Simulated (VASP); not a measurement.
**ZrB2: relaxation of cell and atoms with LDA**

The system is ZrB2.

```
Zr B
1.0
     3.13362    0.00000    0.00000
    -1.56681    2.71379    0.00000
     0.00000    0.00000    3.48706
Zr B
1 2
Direct
  0.00000 0.00000 0.00000
  0.33333 0.66667 0.50000
  0.66667 0.33333 0.50000
```

```json
{
  "Program": "VASP 6.6.1",
  "Task": "relaxation of cell and atoms",
  "Functional": "LDA",
  "Potentials or basis": "VASP PAW LDA potentials, release 64 (Zr_sv, B)",
  "Cutoff": "600 eV",
  "k mesh": "18 × 18 × 12",
  "Occupations": "fermi-dirac, width 0.15 eV",
  "Spin": "no spin polarisation",
  "Dipole correction": "no",
  "Further INCAR settings": "ALGO = Normal; EDIFF = 1e-06; IBRION = 2; EDIFFG = -0.001; NSW = 80; ISIF = 3"
}
```

```yaml
Relaxed_volume: 9.91 Å³/atom
Relaxed_cell: a = 3.135 Å, b = 3.135 Å, c = 3.492 Å, α = 90.00°, β = 90.00°, γ = 120.00°
Space_group_after_relaxing_to_0.1_Å: P6/mmm (No. 191)
Energy_gained_by_relaxing: 0.0 meV/atom
Ionic_steps: 32
Pressure_after_relaxing: 0.0 GPa
Band_gap_on_the_k_mesh: zero (bands 9 and 10 overlap by 1.30 eV)
```

Step by step:
| step | energy change (eV) | largest force (eV/Å) | pressure (GPa) | volume (Å³) |
| --- | --- | --- | --- | --- |
| 1 | 0.0000 | 0.0000 | 0.54 | 29.65 |
| 2 | 0.0001 | 0.0000 | -0.70 | 29.80 |
| 3 | -0.0001 | 0.0000 | -0.03 | 29.72 |
| 4 | -0.0001 | 0.0000 | -0.03 | 29.72 |
| 5 | -0.0001 | 0.0000 | 0.26 | 29.69 |
| 6 | -0.0001 | 0.0000 | 0.00 | 29.72 |
| 7 | -0.0001 | 0.0000 | 0.02 | 29.71 |
| 8 | -0.0001 | 0.0000 | 0.02 | 29.71 |
| 9 | -0.0001 | 0.0000 | 0.02 | 29.71 |
| 10 | -0.0001 | 0.0000 | 0.02 | 29.71 |
| 11 | -0.0001 | 0.0000 | -0.02 | 29.72 |
| 12 | -0.0001 | 0.0000 | -0.03 | 29.72 |
| 13 | -0.0001 | 0.0000 | -0.03 | 29.72 |
| 14 | -0.0001 | 0.0000 | -0.01 | 29.72 |
| 15 | -0.0001 | 0.0000 | 0.00 | 29.71 |
| 16 | -0.0001 | 0.0000 | 0.04 | 29.71 |
| 17 | -0.0001 | 0.0000 | 0.05 | 29.71 |
| 18 | -0.0001 | 0.0000 | 0.03 | 29.71 |
| 19 | -0.0001 | 0.0000 | 0.02 | 29.71 |
| 20 | -0.0001 | 0.0000 | 0.02 | 29.71 |
| 21 | -0.0001 | 0.0000 | 0.02 | 29.71 |
| 22 | -0.0001 | 0.0000 | 0.02 | 29.71 |
| 23 | -0.0001 | 0.0000 | 0.02 | 29.72 |
| 24 | -0.0001 | 0.0000 | -0.02 | 29.72 |
| 25 | -0.0001 | 0.0000 | 0.00 | 29.72 |
| 26 | -0.0001 | 0.0000 | 0.00 | 29.72 |
| 27 | -0.0001 | 0.0000 | 0.00 | 29.72 |
| 28 | -0.0001 | 0.0000 | 0.00 | 29.72 |
| 29 | -0.0001 | 0.0000 | 0.00 | 29.72 |
| 30 | -0.0001 | 0.0000 | 0.00 | 29.72 |
| 31 | -0.0001 | 0.0000 | 0.00 | 29.72 |
| 32 | -0.0001 | 0.0000 | 0.00 | 29.72 |

Final structure:
```yaml
crystal:
  lattice:
    - [3.13489, 0.00000, 0.00000]
    - [-1.56744, 2.71489, 0.00000]
    - [0.00000, 0.00000, 3.49153]
  atoms:
    - { symbol: Zr, position: [0.00000, 0.00000, 0.00000] }
    - { symbol: B, position: [0.33333, 0.66667, 0.50000] }
    - { symbol: B, position: [0.66667, 0.33333, 0.50000] }
```

Levels at points of the mesh, in eV from the Fermi level:
```tsv
k point	band 6	band 7	band 8	band 9	band 10	band 11	band 12	band 13
(0.00, 0.00, 0.00)	-2.69	-2.69	-2.66	-2.26	3.54	3.54	4.33	4.33
(0.50, 0.00, 0.00)	-8.33	-3.99	-3.06	-2.77	2.33	2.40	5.14	5.25
(0.00, 0.00, 0.50)	-6.99	-0.96	-0.96	0.33	0.33	0.80	0.80	1.90
(0.50, 0.00, 0.50)	-6.89	-4.71	-4.22	-1.85	3.90	4.37	5.54	6.59
```

Wall time 10 min on 1 thread of AMD EPYC 7R13 Processor (Zen 3), with other jobs on the host, peak memory 0.23 GiB.
